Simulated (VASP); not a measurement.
# SnPb5Se6 (P1) in VASP: single point with PBE

Aim: the single point of SnPb5Se6 with PBE.

Everything below comes from runs of VASP 6.6.1. Logs are shortened: lines on timing, memory, paths and dates and some standing lists are left out, and cuts for length are marked.

## Step 1: The cell of the first run

The typed cell holds 12 atoms: a = 4.376 Å, b = 4.392 Å, c = 18.580 Å, α = 89.97°, β = 90.01°, γ = 90.00°.

## Step 2: Single point, PBE

Input file INCAR:

```
  PREC = Accurate
  ENCUT = 520
  EDIFF = 1E-6
  ISMEAR = 0
  SIGMA = 0.2
  LREAL = False
  LASPH = True
  NELM = 80
  ALGO = Normal
  ISIF = 2
  LWAVE = False
  LCHARG = False
  GGA = PE
  NBANDS = 72
  KPAR = 4
```

Input file KPOINTS:

```
regular mesh
0
Gamma
  6 6 2
```

Input file POSCAR:

```
SnPb5Se6
1.0
    4.3764566615     -0.0000172142     -0.0003896901
   -0.0002107786      4.3916012405      0.0013277528
   -0.0016779544      0.0054136431     18.5804054703
Sn Pb Se
1 5 6
Direct
    0.0004888021     -0.0256965254     -0.0009953589
    0.5005678577      0.4945378228      0.8336011663
    0.0003347181     -0.0052313234      0.6661658656
    0.5001859993      0.4975657753      0.4996594552
    0.0014904482     -0.0032805352      0.3314733006
    0.5015332112      0.4977547548      0.1656958707
   -0.0007802554      0.0019030397      0.8376386466
    0.4991938223      0.5036002337      0.6674893997
   -0.0010033523      0.0032920342      0.5008699501
    0.4988258766      0.5045214271      0.3333540861
   -0.0003515768      0.0031067757      0.1648780302
    0.4995144492      0.5279265209      0.0001695877
```

Potentials or basis: VASP PAW PBE potentials, release 64 (Sn_d, Pb_d, Se).

The run is started by

```sh
$ cat potpaw_PBE.64/Sn_d/POTCAR potpaw_PBE.64/Pb_d/POTCAR potpaw_PBE.64/Se/POTCAR > POTCAR
$ mpirun -np 4 vasp_std > vasp.out
```

OUTCAR:

```text
PREC = Accurate
   ENCUT = 520
   EDIFF = 1E-6
   ISMEAR = 0
   LREAL = False
   LASPH = True
   NELM = 80
   ISIF = 2
   GGA = PE

 ion  position               nearest neighbor table
   1  0.000  0.974  0.999-  12 2.93  12 2.94   7 3.00  11 3.08  12 3.27  12 3.27
   2  0.501  0.495  0.834-   7 3.07   7 3.08   8 3.09  12 3.10   7 3.12   7 3.13
   3  0.000  0.995  0.666-   8 3.07   9 3.07   8 3.08   8 3.12   8 3.13   7 3.19
   4  0.500  0.498  0.500-   9 3.08   9 3.09  10 3.09   9 3.11   8 3.12   9 3.12
   5  0.001  0.997  0.331-  10 3.07  10 3.08  11 3.10  10 3.12  10 3.13   9 3.15
   6  0.502  0.498  0.166-  11 3.08  12 3.08  11 3.09  11 3.11  10 3.12  11 3.12
   7  0.999  0.002  0.838-   1 3.00   2 3.07   2 3.08   2 3.12   2 3.13   3 3.19
   8  0.499  0.504  0.667-   3 3.07   3 3.08   2 3.09   4 3.12   3 3.12   3 3.13
   9  0.999  0.003  0.501-   3 3.07   4 3.08   4 3.09   4 3.11   4 3.12   5 3.15
  10  0.499  0.505  0.333-   5 3.07   5 3.08   4 3.09   6 3.12   5 3.12   5 3.13
  11  1.000  0.003  0.165-   6 3.08   1 3.08   6 3.09   5 3.10   6 3.11   6 3.12
  12  0.500  0.528  0.000-   1 2.93   1 2.94   6 3.08   2 3.10   1 3.27   1 3.27

  LATTYP: Found a triclinic cell.
 ALAT       =    18.5804063347
 B/A-ratio  =     0.2363565881
 C/A-ratio  =     0.2355414946
 COS(alpha) =     0.0000519561
 COS(beta)  =     0.0001793513
 COS(gamma) =     0.0005937064

  Lattice vectors:

 A1 = (  -0.0016779544,   0.0054136431,  18.5804054703)
 A2 = (  -0.0002107786,   4.3916012405,   0.0013277528)
 A3 = (  -4.3764566615,   0.0000172142,   0.0003896901)

Analysis of symmetry for initial positions (statically):
=====================================================================
 Subroutine PRICEL returns:
 Original cell was already a primitive cell.

 Routine SETGRP: Setting up the symmetry group for a
 triclinic supercell.

 Subroutine GETGRP returns: Found  1 space group operations
 (whereof  1 operations were pure point group operations)
 out of a pool of  2 trial point group operations.

The static configuration has the point symmetry C_1 .

Analysis of symmetry for dynamics (positions and initial velocities):
=====================================================================
 Subroutine PRICEL returns:
 Original cell was already a primitive cell.

 Routine SETGRP: Setting up the symmetry group for a
 triclinic supercell.

 Subroutine GETGRP returns: Found  1 space group operations
[... 129 lines left out ...]
   ISIF   =      2    stress and relaxation
   ISYM   =      2    0-nonsym 1-usesym 2-fastsym
   POTIM  = 0.5000    time-step for ionic-motion
   TEBEG  =    0.0;   TEEND  =   0.0 temperature during run
   PSTRESS=    0.0 pullay stress
   NELECT =     120.0000    total number of electrons
   NUPDOWN=      -1.0000    fix difference up-down
   EMIN   =  10.00;   EMAX   =-10.00  energy-range for DOS
   EFERMI =   0.00;   METHOD = LEGACY
   ISMEAR =     0;   SIGMA  =   0.20  broadening in eV -4-tet -1-fermi 0-gaus
   EFERMI_NEDOS =   21; number of points for ismear=-14 and -15
   IALGO  =     38    algorithm
   IMIX   =      4    mixing-type and parameters
     AMIX     =   0.40;   BMIX     =  1.00
     AMIX_MAG =   1.60;   BMIX_MAG =  1.00
  volume/ion in A,a.u.               =      29.76       200.82
  Fermi-wavevector in a.u.,A,eV,Ry     =   1.138156  2.150802 17.624966  1.295398
  Thomas-Fermi vector in A             =   2.274860
   LORBIT       =      0    0 simple, 1 ext, 2 COOP (PROOUT), +10 PAW based schemes
   GGA     = PE    functional components
   LHFCALC =     F    Hartree Fock is set to
   AEXX    =    0.0000 exact exchange contribution
   IVDW    =     0    specifies the selected vdW correction
   LEPSILON=     F    determine dielectric tensor
   LRPA    =     F    only Hartree local field effects (RPA)
 non-spin polarized calculation
 Gauss-broadening in eV      SIGMA  =   0.20
  energy-cutoff  :      520.00
  volume of cell :      357.11
 maximum number of plane-waves:      9672
 NGX is ok and might be reduce to    36
   NGX = 17   NGY = 17   NGZ = 69

 number of electron     119.9999998 magnetization

 Free energy of the ion-electron system (eV)
  ---------------------------------------------------
  ext. energy  EPLUGINS =         0.00000000
  ---------------------------------------------------
  free energy    TOTEN  =       -49.19338860 eV

  energy without entropy =      -49.18601418  energy(sigma->0) =      -49.18970139

 E-fermi :   4.8649     XC(G=0):  -9.3315

 val. band max:        4.8381570198   @ k =   0.5000   0.0000   0.5000
 cond. band min:       4.9482452969   @ k =   0.5000   0.0000   0.5000
 fundamental gap:      0.1100882772
 Fermi energy:         4.8648792605

 k-point     1 :       0.0000    0.0000    0.0000
  band No.  band energies     occupation
      1     -16.7399      2.00000
      2     -16.7304      2.00000
      3     -16.7264      2.00000
      4     -16.7258      2.00000
      5     -16.7236      2.00000
      6     -12.2939      2.00000
[... 1789 lines left out ...]
     71       6.6600      0.00000
     72       6.6802      0.00000

 [... further k-points ...]
[... 5 lines left out ...]
  --------------------------------------------------------------------------------------
  -------------------------------------------------------------------------------------
  Total       -0.0792885     -0.0568748      0.0416430     -0.0166171      0.0175935      0.0015088
  in kB       -0.3557298     -0.2551699      0.1868322     -0.0745528      0.0789338      0.0067694
  external PRESSURE =      -0.1413558 kB  Pullay stress =       0.0000000 kB

 VOLUME and BASIS-vectors are now :
 -----------------------------------------------------------------------------
  energy-cutoff  :      520.00
  volume of cell :      357.11
      direct lattice vectors                 reciprocal lattice vectors
     4.376456661 -0.000017214 -0.000389690     0.228495353  0.000010961  0.000020632
    -0.000210779  4.391601241  0.001327753     0.000000890  0.227707397 -0.000066345
    -0.001677954  0.005413643 18.580405470     0.000004792 -0.000016272  0.053820144

 POSITION                                       TOTAL-FORCE (eV/Angst)
 -----------------------------------------------------------------------------------
      0.00026      4.28416     18.56320         0.001391      0.001553     -0.001557
      2.18921      2.17632     15.48911        -0.001544     -0.010894      0.011383
      0.00014      4.37223     12.37895        -0.000740     -0.003346      0.024293
      2.18810      2.18781      9.28434        -0.000203     -0.001748     -0.008594
      0.00576      4.37899      6.16023        -0.004861     -0.006794     -0.011863
      2.19456      2.18683      3.07916        -0.003124     -0.013490     -0.008583
      4.37164      0.01287     15.56328         0.002157      0.010073     -0.023304
      2.18347      2.21522     12.40270         0.000664      0.003235     -0.005844
      4.37122      0.01715      9.30598         0.001196      0.002954      0.002240
      2.18242      2.21745      6.19433         0.005136      0.004451      0.009980
      4.37464      0.01452      3.06312         0.001884      0.013536      0.009867
      2.18599      2.31844      0.00366        -0.001954      0.000472      0.001982
 -----------------------------------------------------------------------------------
    total drift:                                0.000174     -0.000282      0.001300

  FREE ENERGIE OF THE ION-ELECTRON SYSTEM (eV)
  ---------------------------------------------------
  free  energy   TOTEN  =       -49.1933886046 eV

  energy  without entropy=      -49.1860141757  energy(sigma->0) =      -49.18970139
```

OSZICAR:

```text
N       E                     dE             d eps       ncg     rms          rms(c)
DAV:   1     0.145558940489E+04    0.14556E+04   -0.52816E+04  5760   0.180E+03
DAV:   2     0.198837858853E+03   -0.12568E+04   -0.12286E+04  5760   0.509E+02
DAV:   3    -0.301547186980E+02   -0.22899E+03   -0.21993E+03  6992   0.231E+02
DAV:   4    -0.500525503133E+02   -0.19898E+02   -0.19577E+02  6960   0.641E+01
DAV:   5    -0.509646082528E+02   -0.91206E+00   -0.90923E+00  8032   0.139E+01    0.673E+00
DAV:   6    -0.491756182796E+02    0.17890E+01   -0.45414E+00  8048   0.790E+00    0.375E+00
DAV:   7    -0.491815465075E+02   -0.59282E-02   -0.12203E+00  8088   0.293E+00    0.196E+00
DAV:   8    -0.491988570034E+02   -0.17310E-01   -0.16661E-01  7568   0.223E+00    0.358E-01
DAV:   9    -0.491923991301E+02    0.64579E-02   -0.32367E-02  7752   0.927E-01    0.125E-01
DAV:  10    -0.491931983904E+02   -0.79926E-03   -0.29987E-03  7616   0.213E-01    0.627E-02
DAV:  11    -0.491933824888E+02   -0.18410E-03   -0.27641E-04  8352   0.950E-02    0.173E-02
DAV:  12    -0.491933864785E+02   -0.39898E-05   -0.27840E-05  7408   0.371E-02    0.733E-03
DAV:  13    -0.491933884230E+02   -0.19444E-05   -0.71110E-06  6736   0.202E-02    0.304E-03
DAV:  14    -0.491933886046E+02   -0.18168E-06   -0.69409E-07  4080   0.758E-03
   1 F= -.49193389E+02 E0= -.49189701E+02  d E =-.737443E-02
```

It took 8.6 min on 4 MPI ranks of AMD EPYC 7R43 (Zen 3), shared host; peak memory 0.94 GiB.

Results:

| Item | Value |
| --- | --- |
| Free energy | -49.1934 eV |
| Pressure | 0.0 GPa |
| Largest force | 0.025 eV/Å |
| Band gap on the k mesh | 0.11 eV |

Forces in eV/Å, atoms in the order of the input:
```
Sn   0.001  0.002 -0.002
Pb  -0.002 -0.011  0.011
Pb  -0.001 -0.003  0.024
Pb   0.000 -0.002 -0.009
Pb  -0.005 -0.007 -0.012
Pb  -0.003 -0.013 -0.009
Se   0.002  0.010 -0.023
Se   0.001  0.003 -0.006
Se   0.001  0.003  0.002
Se   0.005  0.004  0.010
Se   0.002  0.014  0.010
Se  -0.002  0.000  0.002
```

Levels at points of the mesh, in eV from the valence-band top:
| k point | band 57 | band 58 | band 59 | band 60 | band 61 | band 62 | band 63 | band 64 |
| --- | --- | --- | --- | --- | --- | --- | --- | --- |
| (0.00, 0.00, 0.00) | -1.97 | -1.96 | -1.01 | -0.96 | 1.69 | 1.83 | 3.15 | 3.51 |
| (0.50, 0.00, 0.00) | -0.66 | -0.66 | -0.61 | -0.28 | 0.48 | 0.48 | 0.49 | 0.54 |
| (0.00, 0.50, 0.00) | -0.66 | -0.63 | -0.61 | -0.25 | 0.48 | 0.49 | 0.52 | 0.55 |
| (0.50, 0.50, 0.00) | -1.84 | -1.77 | -1.77 | -1.58 | 2.57 | 2.60 | 2.65 | 2.69 |
| (0.00, 0.00, 0.50) | -1.80 | -1.67 | -1.60 | -1.53 | 2.04 | 2.15 | 3.16 | 3.17 |
| (0.50, 0.00, 0.50) | -0.86 | -0.77 | -0.32 | 0.00 | 0.11 | 0.14 | 0.91 | 0.92 |
| (0.00, 0.50, 0.50) | -0.87 | -0.73 | -0.34 | -0.07 | 0.17 | 0.22 | 0.90 | 0.93 |
| (0.50, 0.50, 0.50) | -2.81 | -2.71 | -0.99 | -0.90 | 1.58 | 1.67 | 3.60 | 3.64 |

Caveat: spin-orbit coupling is left out, which moves the levels of the heavy elements. A k mesh can miss the band edges.
